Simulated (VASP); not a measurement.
# C (P1) in VASP: single point with PBEsol

Aim: the single point of C with PBEsol.

All numbers are computed with VASP 6.6.1; they aren't measurements. Logs are shortened: lines on timing, memory, paths and dates and some standing lists are left out, and cuts for length are marked.

## 1. The cell of the first run

The typed cell holds 16 atoms: a = 5.212 Å, b = 5.212 Å, c = 5.212 Å, α = 60.00°, β = 60.00°, γ = 60.00°.

## 2. Single point, PBEsol

INCAR reads:

```
PREC     = Accurate       # precision mode
ENCUT    = 520            # plane-wave cutoff, eV
EDIFF    = 1E-7           # SCF threshold, eV
ISMEAR   = -1             # smearing method
SIGMA    = 0.17           # smearing width, eV
LREAL    = Auto         
LASPH    = True           # aspherical terms in the spheres
NELM     = 100            # most SCF steps
ALGO     = Normal         # electronic algorithm
ISIF     = 2              # what is computed and relaxed
LWAVE    = False          # write WAVECAR
LCHARG   = False          # write CHGCAR
GGA      = PS             # functional
NBANDS   = 46             # bands
```

KPOINTS reads:

```
regular mesh
0
Gamma
  4 4 4
```

POSCAR reads:

```
C
1.0
    0.0000000000      3.6852400000      3.6852400000
    3.6852400000      0.0000000000      3.6852400000
    3.6852400000      3.6852400000      0.0000000000
C
16
Direct
   -0.0032426653      0.0209891350     -0.0106234601
    0.1420667311      0.1484163854      0.0952041115
   -0.0101621604     -0.0301879932      0.5253253519
    0.1142259392      0.1203585113      0.6228223942
    0.0146259131      0.5163571436      0.0016552518
    0.1319995441      0.6341378038      0.1329764140
   -0.0033919093      0.4968468811      0.4817053977
    0.1398280709      0.6221033094      0.6312478970
    0.4886520281      0.0304729136     -0.0164982471
    0.6120768254      0.1333563079      0.1089074253
    0.4879329433     -0.0227529279      0.5121376084
    0.6081557782      0.1133169074      0.6292127514
    0.5167913080      0.5036306998      0.0235805538
    0.6592786359      0.6268791178      0.1122043612
    0.4937127568      0.4872002909      0.5064120654
    0.6074231258      0.5988755142      0.6437029881
```

Potentials or basis: VASP PAW PBE potentials, release 64 (C).

Started as:

```bash
cat potpaw_PBE.64/C/POTCAR > POTCAR
mpirun -np 1 vasp_std > vasp.out
```

OUTCAR:

```text
PREC = Accurate
   ENCUT = 520
   EDIFF = 1E-7
   ISMEAR = -1
   LREAL = Auto
   LASPH = True
   NELM = 100
   ISIF = 2
   GGA = PS

 ion  position               nearest neighbor table
   1  0.997  0.021  0.989-   4 1.57   2 1.61  10 1.64   6 1.65
   2  0.142  0.148  0.095-   9 1.47   5 1.57   1 1.61   3 1.84
   3  0.990  0.970  0.525-   8 1.49   4 1.59  12 1.63   2 1.84
   4  0.114  0.120  0.623-   1 1.57   3 1.59  11 1.59   7 1.60
   5  0.015  0.516  0.002-  14 1.51   6 1.56   2 1.57   8 1.58
   6  0.132  0.634  0.133-   7 1.50   5 1.56  13 1.64   1 1.65
[... 8 lines left out ...]
  15  0.494  0.487  0.506-   8 1.51  16 1.55  12 1.59  14 1.69
  16  0.607  0.599  0.644-  15 1.55  11 1.61  13 1.64   7 1.66

  LATTYP: Found a face centered cubic cell.
 ALAT       =     7.3704800000

  Lattice vectors:

 A1 = (   0.0000000000,   3.6852400000,   3.6852400000)
 A2 = (   3.6852400000,   0.0000000000,   3.6852400000)
 A3 = (   3.6852400000,   3.6852400000,   0.0000000000)

Analysis of symmetry for initial positions (statically):
=====================================================================
 Subroutine PRICEL returns:
 Original cell was already a primitive cell.

 Routine SETGRP: Setting up the symmetry group for a
 face centered cubic supercell.

 Subroutine GETGRP returns: Found  1 space group operations
 (whereof  1 operations were pure point group operations)
 out of a pool of 48 trial point group operations.

The static configuration has the point symmetry C_1 .

Analysis of symmetry for dynamics (positions and initial velocities):
=====================================================================
 Subroutine PRICEL returns:
 Original cell was already a primitive cell.

 Routine SETGRP: Setting up the symmetry group for a
 face centered cubic supercell.

 Subroutine GETGRP returns: Found  1 space group operations
 (whereof  1 operations were pure point group operations)
 out of a pool of 48 trial point group operations.

The dynamic configuration has the point symmetry C_1 .

 Subroutine INISYM returns: Found  1 space group operations
 (whereof  1 operations are pure point group operations),
 and found     1 'primitive' translations

----------------------------------------------------------------------------------------

                                     Primitive cell

  volume of cell :     100.0984

  direct lattice vectors                    reciprocal lattice vectors
     0.000000000  3.685240000  3.685240000    -0.135676374  0.135676374  0.135676374
     3.685240000  0.000000000  3.685240000     0.135676374 -0.135676374  0.135676374
     3.685240000  3.685240000  0.000000000     0.135676374  0.135676374 -0.135676374

  length of vectors
     5.211716389  5.211716389  5.211716389     0.234998373  0.234998373  0.234998373

  position of ions in fractional coordinates (direct lattice)
     0.996757335  0.020989135  0.989376540
     0.142066731  0.148416385  0.095204112
     0.989837840  0.969812007  0.525325352
     0.114225939  0.120358511  0.622822394
     0.014625913  0.516357144  0.001655252
     0.131999544  0.634137804  0.132976414
[... 8 lines left out ...]
     0.493712757  0.487200291  0.506412065
     0.607423126  0.598875514  0.643702988

  ion indices of the primitive-cell ions
   primitive index   ion index
                 1           1
                 2           2
                 3           3
                 4           4
                 5           5
                 6           6
[... 8 lines left out ...]
                15          15
                16          16

----------------------------------------------------------------------------------------

 KPOINTS: regular mesh

Automatic generation of k-mesh.
 Grid dimensions read from file:
 generate k-points for:    4    4    4

 Generating k-lattice:

  Cartesian coordinates                     Fractional coordinates (reciprocal lattice)
    -0.033919093  0.033919093  0.033919093     0.250000000  0.000000000  0.000000000
     0.033919093 -0.033919093  0.033919093     0.000000000  0.250000000  0.000000000
     0.033919093  0.033919093 -0.033919093     0.000000000  0.000000000  0.250000000

  Length of vectors
     0.058749593  0.058749593  0.058749593

  Shift w.r.t. Gamma in fractional coordinates (k-lattice)
     0.000000000  0.000000000  0.000000000

 Subroutine IBZKPT returns following result:
 ===========================================

 Found     36 irreducible k-points:

 Following reciprocal coordinates:
            Coordinates               Weight
  0.000000  0.000000  0.000000      1.000000
  0.250000  0.000000  0.000000      2.000000
  0.000000  0.250000  0.000000      2.000000
  0.000000  0.000000  0.250000      2.000000
  0.250000  0.250000  0.250000      2.000000
  0.500000  0.000000  0.000000      1.000000
[... 16 lines left out ...]
  0.250000  0.500000  0.500000      2.000000
  0.500000  0.000000  0.250000      2.000000
 [... further k-points ...]
   k-points           NKPTS =     36   k-points in BZ     NKDIM =     36   number of bands    NBANDS=     46
   number of dos      NEDOS =    301   number of ions     NIONS =     16
   total plane-waves  NPLWV =  64000
   dimension x,y,z NGX =    40 NGY =   40 NGZ =   40
   dimension x,y,z NGXF=    80 NGYF=   80 NGZF=   80
   ions per type =              16
   NGX,Y,Z   is equivalent  to a cutoff of  12.76, 12.76, 12.76 a.u.
   NGXF,Y,Z  is equivalent  to a cutoff of  25.52, 25.52, 25.52 a.u.
 SYSTEM =  unknown system
   PREC   = accura    normal or accurate (medium, high low for compatibility)
   ISTART =      0    job   : 0-new  1-cont  2-samecut
   ICHARG =      2    charge: 1-file 2-atom 10-const
   ISPIN  =      1    spin polarized calculation?
   LNONCOLLINEAR =      F non collinear calculations
   LSORBIT =      F    spin-orbit coupling
   LASPH  =      T    aspherical Exc in radial PAW
   ENCUT  =  520.0 eV  38.22 Ry    6.18 a.u.   9.69  9.69  9.69*2*pi/ulx,y,z
   NELM   =    100;   NELMIN=  2; NELMDL= -5     # of ELM steps
   EDIFF  = 0.1E-06   stopping-criterion for ELM
   LREAL  =      T    real-space projection
   EDIFFG = 0.1E-05   stopping-criterion for IOM
   NSW    =      0    number of steps for IOM
   IBRION =     -1    ionic relax: 0-MD 1-quasi-New 2-CG
   NFREE  =      0    steps in history (QN), initial steepest desc. (CG)
   ISIF   =      2    stress and relaxation
   ISYM   =      2    0-nonsym 1-usesym 2-fastsym
   POTIM  = 0.5000    time-step for ionic-motion
   TEBEG  =    0.0;   TEEND  =   0.0 temperature during run
   PSTRESS=    0.0 pullay stress
   NELECT =      64.0000    total number of electrons
   NUPDOWN=      -1.0000    fix difference up-down
   EMIN   =  10.00;   EMAX   =-10.00  energy-range for DOS
   EFERMI =   0.00;   METHOD = LEGACY
   ISMEAR =    -1;   SIGMA  =   0.17  broadening in eV -4-tet -1-fermi 0-gaus
   EFERMI_NEDOS =   21; number of points for ismear=-14 and -15
   IALGO  =     38    algorithm
   IMIX   =      4    mixing-type and parameters
     AMIX     =   0.40;   BMIX     =  1.00
     AMIX_MAG =   1.60;   BMIX_MAG =  1.00
  volume/ion in A,a.u.               =       6.26        42.22
  Fermi-wavevector in a.u.,A,eV,Ry     =   1.410346  2.665168 27.063025  1.989076
  Thomas-Fermi vector in A             =   2.532309
   LORBIT       =      0    0 simple, 1 ext, 2 COOP (PROOUT), +10 PAW based schemes
   GGA     = PS    functional components
   LHFCALC =     F    Hartree Fock is set to
   AEXX    =    0.0000 exact exchange contribution
   IVDW    =     0    specifies the selected vdW correction
   LEPSILON=     F    determine dielectric tensor
   LRPA    =     F    only Hartree local field effects (RPA)
 non-spin polarized calculation
  energy-cutoff  :      520.00
  volume of cell :      100.10
 maximum number of plane-waves:      2733
 NGX is ok and might be reduce to    40
   NGX = 19   NGY = 19   NGZ = 19

 number of electron      64.0000000 magnetization

 Free energy of the ion-electron system (eV)
  ---------------------------------------------------
  ext. energy  EPLUGINS =         0.00000000
  ---------------------------------------------------
  free energy    TOTEN  =      -149.41660554 eV

  energy without entropy =     -149.41646099  energy(sigma->0) =     -149.41653326

 E-fermi :  10.1179     XC(G=0): -12.9595

 val. band max:        8.9754704764   @ k =   0.0000   0.0000   0.0000
 cond. band min:      11.4147766147   @ k =   0.0000   0.0000   0.0000
 fundamental gap:      2.4393061383
 Fermi energy:        10.1178654084

 k-point     1 :       0.0000    0.0000    0.0000
  band No.  band energies     occupation
      1     -12.0404      2.00000
      2      -7.1026      2.00000
      3      -6.8813      2.00000
      4      -6.7779      2.00000
      5      -6.5469      2.00000
      6      -5.0130      2.00000
[... 36 lines left out ...]
     43      15.3027      0.00000
     44      15.5268      0.00000

 k-point     2 :       0.2500    0.0000    0.0000
  band No.  band energies     occupation
      1     -11.6435      2.00000
      2      -8.5658      2.00000
      3      -7.1477      2.00000
      4      -6.8712      2.00000
      5      -6.5823      2.00000
      6      -5.7332      2.00000
[... 36 lines left out ...]
     43      15.4388      0.00000
     44      15.5624      0.00000

 k-point     3 :       0.0000    0.2500    0.0000
  band No.  band energies     occupation
      1     -11.6436      2.00000
      2      -8.5991      2.00000
      3      -7.0780      2.00000
      4      -6.7820      2.00000
      5      -6.5949      2.00000
      6      -5.7344      2.00000
[... 976 lines left out ...]
     43      16.6108      0.00000
     44      16.9577      0.00000

 k-point    24 :       0.5000    0.0000    0.2500
  band No.  band energies     occupation
      1     -10.6126      2.00000
      2      -9.5925      2.00000
      3      -8.4773      2.00000
      4      -7.5121      2.00000
      5      -7.3977      2.00000
      6      -5.9229      2.00000
[... 36 lines left out ...]
     43      16.6009      0.00000
     44      16.8107      0.00000

 [... further k-points ...]

 [bands above 44 left out]

------------------------ aborting loop because EDIFF is reached ----------------------------------------

  FORCE on cell =-STRESS in cart. coord.  units (eV):
  Direction    XX          YY          ZZ          XY          YZ          ZX
  --------------------------------------------------------------------------------------
  -------------------------------------------------------------------------------------
  Total      -20.2458284    -20.3056230    -21.5177437      0.7533435     -1.1543928     -1.8441642
  in kB     -324.0550608   -325.0121347   -344.4133580     12.0580288    -18.4772302    -29.5177218
  external PRESSURE =    -331.1601845 kB  Pullay stress =       0.0000000 kB

 VOLUME and BASIS-vectors are now :
 -----------------------------------------------------------------------------
  energy-cutoff  :      520.00
  volume of cell :      100.10
      direct lattice vectors                 reciprocal lattice vectors
     0.000000000  3.685240000  3.685240000    -0.135676374  0.135676374  0.135676374
     3.685240000  0.000000000  3.685240000     0.135676374 -0.135676374  0.135676374
     3.685240000  3.685240000  0.000000000     0.135676374  0.135676374 -0.135676374

 POSITION                                       TOTAL-FORCE (eV/Angst)
 -----------------------------------------------------------------------------------
      3.72344      7.31938      3.75064        -0.409780      0.476208     -0.829269
      0.89780      0.87440      1.07050         1.881139     -0.073868     -4.605830
      5.50994      5.58374      7.22178         0.755118     -2.322767      4.226341
      2.73880      2.71620      0.86450        -0.264996      0.422722      0.258750
      1.90900      0.06000      1.95680        -2.121451      0.060541     -0.538676
      2.82700      0.97650      2.82340        -0.167607     -0.858465      1.077690
[... 8 lines left out ...]
      3.66170      3.68570      3.61490        -0.485983      0.873831      1.791018
      4.57920      4.61070      4.44550         0.635624      0.695244      4.392443
 -----------------------------------------------------------------------------------
    total drift:                                0.028048      0.028756     -0.010820

  FREE ENERGIE OF THE ION-ELECTRON SYSTEM (eV)
  ---------------------------------------------------
  free  energy   TOTEN  =      -149.4166055371 eV

  energy  without entropy=     -149.4164609897  energy(sigma->0) =     -149.41653326
```

Run time: 2.3 min. Hardware: 1 thread of AMD EPYC 9R45 (Zen 5), shared host; peak memory 0.25 GiB.

Results:

```
Free energy            : -149.4166 eV
Pressure               : -33.1 GPa
Largest force          : 5.587 eV/Å
Band gap on the k mesh : 2.44 eV
```

Forces in eV/Å, atoms in the order of the input:
```
C   -0.410  0.476 -0.829
C    1.881 -0.074 -4.606
C    0.755 -2.323  4.226
C   -0.265  0.423  0.259
C   -2.121  0.061 -0.539
C   -0.168 -0.858  1.078
C    2.754  2.773 -1.354
C   -0.934 -2.587 -2.460
C   -2.305  2.295 -1.189
C    2.512  4.412  1.761
C   -0.136 -1.337  0.811
C   -1.284  0.351  1.543
C   -3.290 -3.924 -2.236
C    2.860 -1.256 -2.648
C   -0.486  0.874  1.791
C    0.636  0.695  4.392
```

Levels at points of the mesh, in eV from the valence-band top:
```csv
k point,band 30,band 31,band 32,band 33,band 34,band 35
"(0.00, 0.00, 0.00)",-0.69,-0.55,0.00,2.44,2.86,3.18
"(0.50, 0.00, 0.00)",-2.15,-1.61,-1.41,3.83,4.17,4.27
"(0.00, 0.50, 0.00)",-2.30,-2.02,-1.46,3.81,4.24,4.31
"(0.00, 0.00, 0.50)",-2.44,-1.72,-1.66,3.85,3.98,4.24
"(0.50, 0.50, 0.50)",-1.99,-1.66,-1.53,3.22,3.94,4.45
"(0.50, 0.50, 0.00)",-3.24,-3.07,-2.66,2.96,3.11,5.47
"(0.00, 0.50, 0.50)",-3.20,-2.94,-2.63,3.08,3.26,5.50
"(0.50, 0.00, 0.50)",-3.08,-2.90,-2.69,2.99,3.29,5.63
```

Caveat: the PAW data sets were made with another functional, which shifts forces and pressure a little.
